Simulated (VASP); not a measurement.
Set up this calculation in VASP 6.6.1, as the native input.

* Task: relaxation of cell and atoms
* Functional: PBE
* Potentials or basis: VASP PAW PBE potentials, release 64 (Ru_pv, Pt)
* Cutoff: 600 eV
* k mesh: 14 × 14 × 14
* Occupations: gaussian, width 0.1 eV
* Spin: no spin polarisation
* Dipole correction: no
* Further INCAR settings: ALGO = Fast; EDIFF = 1e-07; IBRION = 2; EDIFFG = -0.01; NSW = 100; ISIF = 3

The structure of RuPt2 lies in POSCAR:

```
RuPt2
1.0
    0.0000000000      2.9902695383      2.9902695383
    2.9902695383      0.0000000000      2.9902695383
    2.9902695383      2.9902695383      0.0000000000
Ru Pt
1 2
Direct
    0.0000000000      0.0000000000      0.0000000000
    0.7500000000      0.7500000000      0.7500000000
    0.5000000000      0.5000000000      0.5000000000
```

The cell was built from a structure type or drawn by symmetry, and may not be a known phase.

The input as run:

INCAR

```
PREC = Accurate
ENCUT = 600
EDIFF = 1E-7
ISMEAR = 0
SIGMA = 0.1
LREAL = F
LASPH = T
NELM = 100
ALGO = Fast
ISIF = 3
LWAVE = F
LCHARG = F
GGA = PE
IBRION = 2
NSW = 100
EDIFFG = -0.01
```

KPOINTS

```
Automatic mesh
0
Gamma
  14 14 14
```

Potentials or basis: VASP PAW PBE potentials, release 64 (Ru_pv, Pt).

The run is started by

```console
$ cat potpaw_PBE.64/Ru_pv/POTCAR potpaw_PBE.64/Pt/POTCAR > POTCAR
$ mpirun -np 1 vasp_std > vasp.out
```

It gave:

```yaml
Pressure_after_relaxing: -0.1 GPa
Band_gap_on_the_k_mesh: zero (bands 17 and 18 overlap by 0.50 eV)
```

Caveat: the relaxation stopped at its first step, so nothing moved; spin-orbit coupling is left out, which moves the levels of the heavy elements.

It took 3.9 min on 1 thread of Intel Xeon 8259CL, with other jobs on the host, peak memory 0.31 GiB.
